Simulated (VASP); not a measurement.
# Pd in VASP: single point with PBEsol

Aim: the single point of Pd with PBEsol.

All numbers are computed with VASP 6.6.1; they aren't measurements. Logs are shortened: lines on timing, memory, paths and dates and some standing lists are left out, and cuts for length are marked.

### 1 The cell of the first run

The cell holds a slab with vacuum, 24 atoms: a = 5.501 Å, b = 8.252 Å, c = 18.835 Å, α = 90.00°, β = 90.00°, γ = 90.00°.

### 2 Single point, PBEsol

File INCAR:

```
SYSTEM = Pd
  ALGO = Normal
  EDIFF = 1E-6
  ENCUT = 520
  GGA = PS
  ISIF = 2
  ISMEAR = -1
  LASPH = .True.
  LCHARG = .False.
  LREAL = Auto
  LWAVE = .False.
  NBANDS = 138
  NELM = 60
  PREC = Accurate
  SIGMA = 0.1
```

File KPOINTS:

```
k-points
0
Gamma
  2 2 1
  0 0 0
```

File POSCAR:

```
Pd
1.0
    5.5012910000      0.0000000000      0.0000000000
    0.0000000000      8.2519360000      0.0000000000
    0.0000000000      0.0000000000     18.8350000000
Pd
24
Direct
    0.2500000000      0.1666666667      0.0530926000
    0.7500000000      0.1666666667      0.0530926000
    0.2500000000      0.5000000000      0.0530926000
    0.7500000000      0.5000000000      0.0530926000
    0.2500000000      0.8333333333      0.0530926000
    0.7500000000      0.8333333333      0.0530926000
    0.0000000000      0.0000000000      0.1540657158
    0.5000000000      0.0000000000      0.1540657158
    0.0000000000      0.3333333333      0.1540657158
    0.5000000000      0.3333333333      0.1540657158
    0.0000000000      0.6666666667      0.1540657158
    0.5000000000      0.6666666667      0.1540657158
    0.2500000000      0.1666666667      0.2563258883
    0.7500000000      0.1666666667      0.2563258883
    0.2500000000      0.5000000000      0.2563258883
    0.7500000000      0.5000000000      0.2563258883
    0.2500000000      0.8333333333      0.2563258883
    0.7500000000      0.8333333333      0.2563258883
    0.0000000000      0.0000000000      0.3572950548
    0.5000000000      0.0000000000      0.3572950548
    0.0000000000      0.3333333333      0.3572950548
    0.5000000000      0.3333333333      0.3572950548
    0.0000000000      0.6666666667      0.3572950548
    0.5000000000      0.6666666667      0.3572950548
```

Potentials or basis: VASP PAW PBE potentials, release 64 (Pd).

The run is started by

```sh
> cat potpaw_PBE.64/Pd/POTCAR > POTCAR
> mpirun -np 1 vasp_std > vasp.out
```

OUTCAR:

```text
SYSTEM = Pd
   EDIFF = 1E-6
   ENCUT = 520
   GGA = PS
   ISIF = 2
   ISMEAR = -1
   LASPH = .True.
   LREAL = Auto
   NELM = 60
   PREC = Accurate

 ion  position               nearest neighbor table
   1  0.250  0.167  0.053-   9 2.72  10 2.72   7 2.72   8 2.72   3 2.75   5 2.75   2 2.75   2 2.75

   2  0.750  0.167  0.053-   9 2.72  10 2.72   7 2.72   8 2.72   4 2.75   6 2.75   1 2.75   1 2.75

   3  0.250  0.500  0.053-   9 2.72  10 2.72  11 2.72  12 2.72   1 2.75   5 2.75   4 2.75   4 2.75
[... 39 lines left out ...]
  23  0.000  0.667  0.357-  17 2.72  18 2.72  15 2.72  16 2.72  19 2.75  21 2.75  24 2.75  24 2.75

  24  0.500  0.667  0.357-  17 2.72  18 2.72  15 2.72  16 2.72  20 2.75  22 2.75  23 2.75  23 2.75

  LATTYP: Found a simple orthorhombic cell.
 ALAT       =     5.5012910000
 B/A-ratio  =     1.4999999091
 C/A-ratio  =     3.4237418090

  Lattice vectors:

 A1 = (   5.5012910000,   0.0000000000,   0.0000000000)
 A2 = (   0.0000000000,   8.2519360000,   0.0000000000)
 A3 = (   0.0000000000,   0.0000000000,  18.8350000000)

Analysis of symmetry for initial positions (statically):
=====================================================================
 Subroutine PRICEL returns following result:

  LATTYP: Found a simple tetragonal cell.
 ALAT       =     2.7506455000
 C/A-ratio  =     6.8474836179

  Lattice vectors:

 A1 = (   2.7506455000,   0.0000000000,   0.0000000000)
 A2 = (   0.0000000000,   2.7506453331,   0.0000000000)
 A3 = (   0.0000000000,   0.0000000000,  18.8350000000)

   6 primitive cells build up your supercell.

 Routine SETGRP: Setting up the symmetry group for a
 simple orthorhombic supercell.

 Subroutine GETGRP returns: Found  8 space group operations
 (whereof  4 operations were pure point group operations)
 out of a pool of  8 trial point group operations.

The static configuration has the point symmetry C_2v.
 The point group associated with its full space group is D_2h.

Analysis of symmetry for dynamics (positions and initial velocities):
=====================================================================
 Subroutine PRICEL returns following result:

  LATTYP: Found a simple tetragonal cell.
 ALAT       =     2.7506455000
 C/A-ratio  =     6.8474836179
[... 99 lines left out ...]
   NELM   =     60;   NELMIN=  2; NELMDL= -5     # of ELM steps
   EDIFF  = 0.1E-05   stopping-criterion for ELM
   LREAL  =      T    real-space projection
   EDIFFG = 0.1E-04   stopping-criterion for IOM
   NSW    =      0    number of steps for IOM
   IBRION =     -1    ionic relax: 0-MD 1-quasi-New 2-CG
   NFREE  =      0    steps in history (QN), initial steepest desc. (CG)
   ISIF   =      2    stress and relaxation
   ISYM   =      2    0-nonsym 1-usesym 2-fastsym
   POTIM  = 0.5000    time-step for ionic-motion
   TEBEG  =    0.0;   TEEND  =   0.0 temperature during run
   PSTRESS=    0.0 pullay stress
   NELECT =     240.0000    total number of electrons
   NUPDOWN=      -1.0000    fix difference up-down
   EMIN   =  10.00;   EMAX   =-10.00  energy-range for DOS
   EFERMI =   0.00;   METHOD = LEGACY
   ISMEAR =    -1;   SIGMA  =   0.10  broadening in eV -4-tet -1-fermi 0-gaus
   EFERMI_NEDOS =   21; number of points for ismear=-14 and -15
   IALGO  =     38    algorithm
   IMIX   =      4    mixing-type and parameters
     AMIX     =   0.40;   BMIX     =  1.00
     AMIX_MAG =   1.60;   BMIX_MAG =  1.00
  volume/ion in A,a.u.               =      35.63       240.42
  Fermi-wavevector in a.u.,A,eV,Ry     =   1.071889  2.025577 15.632365  1.148946
  Thomas-Fermi vector in A             =   2.207643
   LORBIT       =      0    0 simple, 1 ext, 2 COOP (PROOUT), +10 PAW based schemes
   GGA     = PS    functional components
   LHFCALC =     F    Hartree Fock is set to
   AEXX    =    0.0000 exact exchange contribution
   IVDW    =     0    specifies the selected vdW correction
   LEPSILON=     F    determine dielectric tensor
   LRPA    =     F    only Hartree local field effects (RPA)
 non-spin polarized calculation
  energy-cutoff  :      520.00
  volume of cell :      855.04
 maximum number of plane-waves:     23069
 NGX is ok and might be reduce to    42
   NGX = 21   NGY = 31   NGZ = 71

 number of electron     239.9999994 magnetization

 Free energy of the ion-electron system (eV)
  ---------------------------------------------------
  ext. energy  EPLUGINS =         0.00000000
  ---------------------------------------------------
  free energy    TOTEN  =      -133.81157033 eV

  energy without entropy =     -132.11307431  energy(sigma->0) =     -132.96232232

 E-fermi :   1.0118     XC(G=0):  -6.4379

 val. band max:        0.9869651048   @ k =   0.0000   0.0000   0.0000
 cond. band min:       1.0191833030   @ k =   0.5000   0.5000   0.0000
 fundamental gap:      0.0322181982
 Fermi energy:         1.0118470403

 k-point     1 :       0.0000    0.0000    0.0000
  band No.  band energies     occupation
      1      -5.7267      2.00000
      2      -4.3958      2.00000
      3      -4.1637      2.00000
      4      -4.1637      2.00000
      5      -4.0791      2.00000
      6      -4.0791      2.00000
[... 529 lines left out ...]
    131       2.8005      0.00000
    132       2.8005      0.00000
 [bands above 132 left out]

------------------------ aborting loop because EDIFF is reached ----------------------------------------

  FORCE on cell =-STRESS in cart. coord.  units (eV):
  Direction    XX          YY          ZZ          XY          YZ          ZX
  --------------------------------------------------------------------------------------
  -------------------------------------------------------------------------------------
  Total      -21.9108314    -13.4194564     -0.7103928      0.0000000      0.0000000      0.0000000
  in kB      -41.0566344    -25.1454500     -1.3311379      0.0000000      0.0000000      0.0000000
  external PRESSURE =     -22.5110741 kB  Pullay stress =       0.0000000 kB

 VOLUME and BASIS-vectors are now :
 -----------------------------------------------------------------------------
  energy-cutoff  :      520.00
  volume of cell :      855.04
      direct lattice vectors                 reciprocal lattice vectors
     5.501291000  0.000000000  0.000000000     0.181775514  0.000000000  0.000000000
     0.000000000  8.251936000  0.000000000     0.000000000  0.121183683  0.000000000
     0.000000000  0.000000000 18.835000000     0.000000000  0.000000000  0.053092647

 POSITION                                       TOTAL-FORCE (eV/Angst)
 -----------------------------------------------------------------------------------
      1.37532      1.37532      1.00000        -0.000000     -0.000000      0.012982
      4.12597      1.37532      1.00000        -0.000000     -0.000000      0.012982
      1.37532      4.12597      1.00000         0.000000     -0.000000      0.012982
      4.12597      4.12597      1.00000        -0.000000     -0.000000      0.012982
      1.37532      6.87661      1.00000        -0.000000      0.000000      0.012982
      4.12597      6.87661      1.00000        -0.000000      0.000000      0.012982
[... 16 lines left out ...]
      0.00000      5.50129      6.72965        -0.000000      0.000000     -0.012982
      2.75065      5.50129      6.72965        -0.000000      0.000000     -0.012982
 -----------------------------------------------------------------------------------
    total drift:                                0.000000      0.000000      0.256145

  FREE ENERGIE OF THE ION-ELECTRON SYSTEM (eV)
  ---------------------------------------------------
  free  energy   TOTEN  =      -133.8115703328 eV

  energy  without entropy=     -132.1130743096  energy(sigma->0) =     -132.96232232
```

It took 12 min on 1 thread of AMD EPYC 9R45 (Zen 5), shared host; peak memory 0.84 GiB.

Results:

```
Free energy            : -133.8116 eV
Largest force          : 0.013 eV/Å
Band gap on the k mesh : zero (bands 120 and 121 overlap by 0.14 eV)
```

Forces on the atoms (eV/Å):
```
Pd   0.000  0.000  0.013
Pd   0.000  0.000  0.013
Pd   0.000  0.000  0.013
Pd   0.000  0.000  0.013
Pd   0.000  0.000  0.013
Pd   0.000  0.000  0.013
Pd   0.000  0.000 -0.001
Pd   0.000  0.000 -0.001
Pd   0.000  0.000 -0.001
Pd   0.000  0.000 -0.001
Pd   0.000  0.000 -0.001
Pd   0.000  0.000 -0.001
Pd   0.000  0.000  0.001
Pd   0.000  0.000  0.001
Pd   0.000  0.000  0.001
Pd   0.000  0.000  0.001
Pd   0.000  0.000  0.001
Pd   0.000  0.000  0.001
Pd   0.000  0.000 -0.013
Pd   0.000  0.000 -0.013
Pd   0.000  0.000 -0.013
Pd   0.000  0.000 -0.013
Pd   0.000  0.000 -0.013
Pd   0.000  0.000 -0.013
```

Caveat: the k points lie up to 0.57 Å⁻¹ apart; the PAW data sets were made with another functional, which shifts forces and pressure a little.
